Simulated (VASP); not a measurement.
# HfTl2F6 (Fm-3m) in VASP: notebook, part 3 of 3

VASP 6.6.1.

**4. Single point, PBE**

This run uses another cell than the first one, of 18.54 Å³/atom, 0.903 times its volume.

The input, INCAR:

```
SYSTEM = HfTl2F6
PREC     = Accurate       ! precision mode
ENCUT    = 520            ! plane-wave cutoff, eV
EDIFF    = 1E-7           ! SCF threshold, eV
ISMEAR   = -1             ! smearing method
SIGMA    = 0.02           ! smearing width, eV
LREAL    = .FALSE.        ! projectors in reciprocal space
LASPH    = .TRUE.         ! aspherical terms in the spheres
NELM     = 100            ! most SCF steps
ALGO     = Normal         ! electronic algorithm
ISIF     = 2              ! what is computed and relaxed
LWAVE    = .FALSE.        ! write WAVECAR
LCHARG   = .TRUE.         ! write CHGCAR
GGA      = PE             ! functional
LELF     = .TRUE.         ! ELF
LVHAR    = .TRUE.       
NBANDS   = 49             ! bands
```

The input, KPOINTS:

```
regular mesh
0
G
  6 6 6
  0 0 0
```

The input, POSCAR:

```
HfTl2F6
1.0
    0.0000000000      4.3696981730      4.3696981730
    4.3696981730      0.0000000000      4.3696981730
    4.3696981730      4.3696981730      0.0000000000
Tl Hf F
2 1 6
Direct
    0.2500000000      0.2500000000      0.2500000000
    0.7500000000      0.7500000000      0.7500000000
    0.0000000000      0.0000000000      0.0000000000
    0.2286842714      0.7713157286      0.7713157286
    0.2286842714      0.7713157286      0.2286842714
    0.7713157286      0.2286842714      0.7713157286
    0.7713157286      0.2286842714      0.2286842714
    0.7713157286      0.7713157286      0.2286842714
    0.2286842714      0.2286842714      0.7713157286
```

Potentials or basis: VASP PAW PBE potentials, release 64 (Tl_d, Hf_pv, F).

The run is started by

```sh
$ cat potpaw_PBE.64/Tl_d/POTCAR potpaw_PBE.64/Hf_pv/POTCAR potpaw_PBE.64/F/POTCAR > POTCAR
$ mpirun -np 1 vasp_std > vasp.out
```

OUTCAR:

```text
SYSTEM = HfTl2F6
   PREC = Accurate
   ENCUT = 520
   EDIFF = 1E-7
   ISMEAR = -1
   LREAL = .FALSE.
   LASPH = .TRUE.
   NELM = 100
   ISIF = 2
   GGA = PE

 ion  position               nearest neighbor table
   1  0.250  0.250  0.250-   3 3.78   3 3.78   3 3.78   3 3.78
   2  0.750  0.750  0.750-   3 3.78   3 3.78   3 3.78   3 3.78
   3  0.000  0.000  0.000-   4 2.00   5 2.00   6 2.00   7 2.00   8 2.00   9 2.00   2 3.78   2 3.78
                             1 3.78   2 3.78   2 3.78   1 3.78   1 3.78   1 3.78
   4  0.229  0.771  0.771-   3 2.00
   5  0.229  0.771  0.229-   3 2.00
   6  0.771  0.229  0.771-   3 2.00
   7  0.771  0.229  0.229-   3 2.00
   8  0.771  0.771  0.229-   3 2.00
   9  0.229  0.229  0.771-   3 2.00

  LATTYP: Found a face centered cubic cell.
 ALAT       =     8.7393963460

  Lattice vectors:

 A1 = (   0.0000000000,   4.3696981730,   4.3696981730)
 A2 = (   4.3696981730,   0.0000000000,   4.3696981730)
 A3 = (   4.3696981730,   4.3696981730,   0.0000000000)

Analysis of symmetry for initial positions (statically):
=====================================================================
 Subroutine PRICEL returns:
 Original cell was already a primitive cell.

 Routine SETGRP: Setting up the symmetry group for a
 face centered cubic supercell.

 Subroutine GETGRP returns: Found 48 space group operations
 (whereof 48 operations were pure point group operations)
 out of a pool of 48 trial point group operations.

The static configuration has the point symmetry O_h .

Analysis of symmetry for dynamics (positions and initial velocities):
=====================================================================
 Subroutine PRICEL returns:
 Original cell was already a primitive cell.

 Routine SETGRP: Setting up the symmetry group for a
[... 128 lines left out ...]
   IALGO  =     38    algorithm
   IMIX   =      4    mixing-type and parameters
     AMIX     =   0.40;   BMIX     =  1.00
     AMIX_MAG =   1.60;   BMIX_MAG =  1.00
  volume/ion in A,a.u.               =      18.54       125.12
  Fermi-wavevector in a.u.,A,eV,Ry     =   1.270511  2.400917 21.962483  1.614197
  Thomas-Fermi vector in A             =   2.403494
   LORBIT       =      0    0 simple, 1 ext, 2 COOP (PROOUT), +10 PAW based schemes
   GGA     = PE    functional components
[... 5 lines left out ...]
 non-spin polarized calculation
  energy-cutoff  :      520.00
  volume of cell :      166.87
 maximum number of plane-waves:      4573
 NGX is ok and might be reduce to    48
   NGX = 23   NGY = 23   NGZ = 23

 number of electron      77.9999954 magnetization

 Free energy of the ion-electron system (eV)
  ---------------------------------------------------
  ext. energy  EPLUGINS =         0.00000000
  ---------------------------------------------------
  free energy    TOTEN  =       -51.64294482 eV

  energy without entropy =      -51.64294482  energy(sigma->0) =      -51.64294482

 E-fermi :  -0.4600     XC(G=0):  -8.9034

 val. band max:       -0.8571145287   @ k =   0.5000   0.5000   0.0000
 cond. band min:       3.9579721347   @ k =   0.5000   0.5000   0.0000
 fundamental gap:      4.8150866634
 Fermi energy:        -0.4600092284

 k-point     1 :       0.0000    0.0000    0.0000
  band No.  band energies     occupation
      1     -29.4877      2.00000
      2     -29.4877      2.00000
      3     -29.4877      2.00000
      4     -21.6107      2.00000
      5     -21.3776      2.00000
      6     -21.3776      2.00000
[... 821 lines left out ...]
     48       7.7120      0.00000
     49       9.7292      0.00000

------------------------ aborting loop because EDIFF is reached ----------------------------------------

  FORCE on cell =-STRESS in cart. coord.  units (eV):
  Direction    XX          YY          ZZ          XY          YZ          ZX
  --------------------------------------------------------------------------------------
  -------------------------------------------------------------------------------------
  Total        2.1270485      2.1270485      2.1270485     -0.0000000      0.0000000      0.0000000
  in kB       20.4222531     20.4222531     20.4222531     -0.0000000      0.0000000      0.0000000
  external PRESSURE =      20.4222531 kB  Pullay stress =       0.0000000 kB

 VOLUME and BASIS-vectors are now :
 -----------------------------------------------------------------------------
  energy-cutoff  :      520.00
  volume of cell :      166.87
      direct lattice vectors                 reciprocal lattice vectors
     0.000000000  4.369698173  4.369698173    -0.114424379  0.114424379  0.114424379
     4.369698173  0.000000000  4.369698173     0.114424379 -0.114424379  0.114424379
     4.369698173  4.369698173  0.000000000     0.114424379  0.114424379 -0.114424379

 POSITION                                       TOTAL-FORCE (eV/Angst)
 -----------------------------------------------------------------------------------
      2.18485      2.18485      2.18485        -0.000000     -0.000000     -0.000000
      6.55455      6.55455      6.55455         0.000000      0.000000      0.000000
      0.00000      0.00000      0.00000         0.000000      0.000000      0.000000
      6.74083      4.36970      4.36970        -0.123663      0.000000      0.000000
      4.36970      1.99856      4.36970         0.000000      0.123663      0.000000
      4.36970      6.74083      4.36970         0.000000     -0.123663      0.000000
      1.99856      4.36970      4.36970         0.123663      0.000000      0.000000
      4.36970      4.36970      6.74083         0.000000      0.000000     -0.123663
      4.36970      4.36970      1.99856         0.000000      0.000000      0.123663
 -----------------------------------------------------------------------------------
    total drift:                               -0.000000     -0.000000      0.000000

  FREE ENERGIE OF THE ION-ELECTRON SYSTEM (eV)
  ---------------------------------------------------
  free  energy   TOTEN  =       -51.6429448160 eV

  energy  without entropy=      -51.6429448159  energy(sigma->0) =      -51.64294482
```

It took 74 s on 1 thread of Intel Xeon 6975P-C (Granite Rapids), shared host; peak memory 0.38 GiB.

Results:

| Quantity | Value |
| --- | --- |
| Free energy | -51.6429 eV |
| Pressure | 2.0 GPa |
| Largest force | 0.124 eV/Å |
| Band gap on the k mesh | 4.82 eV, direct |

Forces on the atoms (eV/Å):
```
Tl   0.000  0.000  0.000
Tl   0.000  0.000  0.000
Hf   0.000  0.000  0.000
F   -0.124  0.000  0.000
F    0.000  0.124  0.000
F    0.000 -0.124  0.000
F    0.124  0.000  0.000
F    0.000  0.000 -0.124
F    0.000  0.000  0.124
```

Levels at points of the mesh, in eV from the valence-band top:
```tsv
k point	band 37	band 38	band 39	band 40	band 41	band 42
(0.00, 0.00, 0.00)	-1.05	-1.05	-1.05	6.94	6.94	6.94
(0.50, 0.00, 0.00)	-1.15	-0.66	-0.21	5.88	6.30	6.85
(0.50, 0.50, 0.00)	-1.03	-0.29	0.00	4.82	6.01	6.01
```

Caveat: spin-orbit coupling is left out, which moves the levels of the heavy elements. A k mesh can miss the band edges.

**5. Single point, r2SCAN**

This run uses another cell than the first one, of 18.54 Å³/atom, 0.903 times its volume.

POSCAR is that of step 4.

The input, INCAR.step1:

```
SYSTEM = HfTl2F6
PREC = Accurate
ENCUT = 520
ISMEAR = -1
SIGMA = 0.02
LREAL = .FALSE.
LASPH = .TRUE.
NELM = 60
NBANDS = 49
GGA = PE
ALGO = Normal
EDIFF = 1E-4
LWAVE = .TRUE.
LCHARG = .FALSE.
```

The input, INCAR.step2:

```
SYSTEM = HfTl2F6
PREC = Accurate
ENCUT = 520
EDIFF = 1E-6
ISMEAR = -1
SIGMA = 0.02
LREAL = .FALSE.
LASPH = .TRUE.
NELM = 60
ALGO = Normal
ISIF = 2
LWAVE = .FALSE.
LCHARG = .FALSE.
METAGGA = R2SCAN
LMIXTAU = .TRUE.
NBANDS = 49
ISTART = 1
```

The input, KPOINTS:

```
regular mesh
0
G
  4 4 4
  0 0 0
```

Potentials or basis: VASP PAW PBE potentials, release 64 (Tl_d, Hf_pv, F).

The run is started by

```sh
$ cat potpaw_PBE.64/Tl_d/POTCAR potpaw_PBE.64/Hf_pv/POTCAR potpaw_PBE.64/F/POTCAR > POTCAR
$ cp INCAR.step1 INCAR
$ mpirun -np 1 vasp_std > vasp.out
$ cp INCAR.step2 INCAR
$ mpirun -np 1 vasp_std > vasp.out
```

OUTCAR:

```text
SYSTEM = HfTl2F6
   PREC = Accurate
   ENCUT = 520
   EDIFF = 1E-6
   ISMEAR = -1
   LREAL = .FALSE.
   LASPH = .TRUE.
   NELM = 60
   ISIF = 2
   METAGGA = R2SCAN
   ISTART = 1

 ion  position               nearest neighbor table
   1  0.250  0.250  0.250-   3 3.78   3 3.78   3 3.78   3 3.78
   2  0.750  0.750  0.750-   3 3.78   3 3.78   3 3.78   3 3.78
   3  0.000  0.000  0.000-   4 2.00   5 2.00   6 2.00   7 2.00   8 2.00   9 2.00   2 3.78   2 3.78
                             1 3.78   2 3.78   2 3.78   1 3.78   1 3.78   1 3.78
   4  0.229  0.771  0.771-   3 2.00
   5  0.229  0.771  0.229-   3 2.00
   6  0.771  0.229  0.771-   3 2.00
   7  0.771  0.229  0.229-   3 2.00
   8  0.771  0.771  0.229-   3 2.00
   9  0.229  0.229  0.771-   3 2.00

  LATTYP: Found a face centered cubic cell.
 ALAT       =     8.7393963460

  Lattice vectors:

 A1 = (   0.0000000000,   4.3696981730,   4.3696981730)
 A2 = (   4.3696981730,   0.0000000000,   4.3696981730)
 A3 = (   4.3696981730,   4.3696981730,   0.0000000000)

Analysis of symmetry for initial positions (statically):
=====================================================================
 Subroutine PRICEL returns:
[... 179 lines left out ...]
      3     -30.9371      2.00000
      4     -23.3395      2.00000
      5     -23.1246      2.00000
      6     -23.1246      2.00000
[... 405 lines left out ...]
     48       7.8234      0.00000
     49      10.0297      0.00000

------------------------ aborting loop because EDIFF is reached ----------------------------------------

  FORCE on cell =-STRESS in cart. coord.  units (eV):
  Direction    XX          YY          ZZ          XY          YZ          ZX
  --------------------------------------------------------------------------------------
  -------------------------------------------------------------------------------------
  Total       -1.0535560     -1.0535560     -1.0535560     -0.0000000     -0.0000000     -0.0000000
  in kB      -10.1154189    -10.1154189    -10.1154189     -0.0000000     -0.0000000     -0.0000000
  external PRESSURE =     -10.1154189 kB  Pullay stress =       0.0000000 kB

 VOLUME and BASIS-vectors are now :
 -----------------------------------------------------------------------------
  energy-cutoff  :      520.00
  volume of cell :      166.87
      direct lattice vectors                 reciprocal lattice vectors
     0.000000000  4.369698173  4.369698173    -0.114424379  0.114424379  0.114424379
     4.369698173  0.000000000  4.369698173     0.114424379 -0.114424379  0.114424379
     4.369698173  4.369698173  0.000000000     0.114424379  0.114424379 -0.114424379

 POSITION                                       TOTAL-FORCE (eV/Angst)
 -----------------------------------------------------------------------------------
      2.18485      2.18485      2.18485        -0.000000      0.000000      0.000000
      6.55455      6.55455      6.55455        -0.000000      0.000000      0.000000
      0.00000      0.00000      0.00000        -0.000000      0.000000      0.000000
      6.74083      4.36970      4.36970         0.207503      0.000000      0.000000
      4.36970      1.99856      4.36970        -0.000000     -0.207503      0.000000
      4.36970      6.74083      4.36970        -0.000000      0.207503      0.000000
      1.99856      4.36970      4.36970        -0.207503      0.000000      0.000000
      4.36970      4.36970      6.74083        -0.000000      0.000000      0.207503
      4.36970      4.36970      1.99856        -0.000000      0.000000     -0.207503
 -----------------------------------------------------------------------------------
    total drift:                               -0.000000     -0.000000      0.000000

  FREE ENERGIE OF THE ION-ELECTRON SYSTEM (eV)
  ---------------------------------------------------
  free  energy   TOTEN  =      -198.3966397581 eV

  energy  without entropy=     -198.3966397581  energy(sigma->0) =     -198.39663976
```

Run time: 7.5 min. Hardware: 1 thread of Oxide Virtual Turin-like, shared host; peak memory 0.36 GiB.

Results:

- Free energy: -198.3966 eV
- Pressure: -1.0 GPa
- Largest force: 0.208 eV/Å
- Band gap on the k mesh: 5.29 eV, direct

Forces on the atoms (eV/Å):
```
Tl   0.000  0.000  0.000
Tl   0.000  0.000  0.000
Hf   0.000  0.000  0.000
F    0.208  0.000  0.000
F    0.000 -0.208  0.000
F    0.000  0.208  0.000
F   -0.208  0.000  0.000
F    0.000  0.000  0.208
F    0.000  0.000 -0.208
```

Levels at points of the mesh, in eV from the valence-band top:
```tsv
k point	band 36	band 37	band 38	band 39	band 40	band 41	band 42	band 43
(0.00, 0.00, 0.00)	-1.22	-1.21	-1.21	-1.21	7.41	7.41	7.41	7.48
(0.50, 0.00, 0.00)	-1.35	-1.31	-0.61	-0.20	6.38	6.80	7.33	7.33
(0.50, 0.50, 0.00)	-1.47	-1.20	-0.23	0.00	5.29	6.47	6.47	7.32
```

Caveat: the PAW data sets were made with another functional, which shifts forces and pressure a little; spin-orbit coupling is left out, which moves the levels of the heavy elements. r2SCAN opens gaps a little over a GGA but as a rule still falls short of measured ones.

**6. Single point, r2SCAN**

This run uses another cell than the first one, of 18.54 Å³/atom, 0.903 times its volume.

POSCAR is that of step 5.

The input, INCAR.step1:

```
PREC = Accurate ; ENCUT = 520
ISMEAR = 0 ; SIGMA = 0.01
LREAL = False ; LASPH = True
NELM = 80 ; NBANDS = 49
GGA = PE ; ALGO = Normal
EDIFF = 1E-4 ; LWAVE = True
LCHARG = False
```

The input, INCAR.step2:

```
PREC = Accurate ; ENCUT = 520
EDIFF = 1E-6 ; ISMEAR = 0
SIGMA = 0.01 ; LREAL = False
LASPH = True ; NELM = 80
ALGO = Normal ; ISIF = 2
LWAVE = False ; LCHARG = True
METAGGA = R2SCAN ; LMIXTAU = True
LELF = True ; LVHAR = True
NBANDS = 49 ; ISTART = 1
```

The input, KPOINTS:

```
Automatic mesh
0
Gamma
  6 6 6
```

Potentials or basis: VASP PAW PBE potentials, release 64 (Tl_d, Hf_pv, F).

The run is started by

```sh
$ cat potpaw_PBE.64/Tl_d/POTCAR potpaw_PBE.64/Hf_pv/POTCAR potpaw_PBE.64/F/POTCAR > POTCAR
$ cp INCAR.step1 INCAR
$ mpirun -np 1 vasp_std > vasp.out
$ cp INCAR.step2 INCAR
$ mpirun -np 1 vasp_std > vasp.out
```

Wall time 17 min (1 thread of Oxide Virtual Turin-like, shared host); peak memory 0.4 GiB.

The run converged. Its results:

* Free energy: -198.3968 eV
* Pressure: -1.0 GPa
* Largest force: 0.207 eV/Å
* Band gap on the k mesh: 5.29 eV, direct

Forces on the atoms (eV/Å):
```
Tl   0.000  0.000  0.000
Tl   0.000  0.000  0.000
Hf   0.000  0.000  0.000
F    0.207  0.000  0.000
F    0.000 -0.207  0.000
F    0.000  0.207  0.000
F   -0.207  0.000  0.000
F    0.000  0.000  0.207
F    0.000  0.000 -0.207
```

Levels at points of the mesh, in eV from the valence-band top:
```csv
k point,band 37,band 38,band 39,band 40,band 41,band 42
"(0.00, 0.00, 0.00)",-1.21,-1.21,-1.21,7.41,7.41,7.41
"(0.50, 0.00, 0.00)",-1.31,-0.61,-0.20,6.38,6.80,7.33
"(0.50, 0.50, 0.00)",-1.20,-0.23,0.00,5.29,6.47,6.47
```

Caveat: the PAW data sets were made with another functional, which shifts forces and pressure a little; spin-orbit coupling is left out, which moves the levels of the heavy elements. A k mesh can miss the band edges.

**7. Summary**

| task | level | cell | k mesh | cutoff (eV) | smearing | gap on the mesh (eV) | pressure (GPa) | largest force (eV/Å) |
| --- | --- | --- | --- | --- | --- | --- | --- | --- |
| single point | PBE | a = 6.393 Å, angles 60.0°, 9 atoms | 4 × 4 × 4 | 520 | fermi-dirac 0.02 eV | 4.97 | -0.9 | 0.19 |
| relaxation of cell and atoms | PBE | relaxed from a = 6.335 Å, angles 60.0°, 9 atoms | 4 × 4 × 4 | 600 | fermi-dirac 0.02 eV | 4.95 | 0.0 | - |
| single point | PBE | a = 6.180 Å, angles 60.0°, 9 atoms | 6 × 6 × 6 | 520 | fermi-dirac 0.02 eV | 4.82 | 2.0 | 0.12 |
| single point | r2SCAN | a = 6.180 Å, angles 60.0°, 9 atoms | 4 × 4 × 4 | 520 | fermi-dirac 0.02 eV | 5.29 | -1.0 | 0.21 |
| single point | r2SCAN | a = 6.180 Å, angles 60.0°, 9 atoms | 6 × 6 × 6 | 520 | gaussian 0.01 eV | 5.29 | -1.0 | 0.21 |

Alike in all rows: potentials or basis VASP PAW PBE potentials, release 64 (Tl_d, Hf_pv, F); no spin polarisation.

Caveats: spin-orbit coupling is left out, which moves the levels of the heavy elements; the PAW data sets were made with another functional, which shifts forces and pressure a little (some runs).

Absolute energies hang on the potentials; compare differences alone.
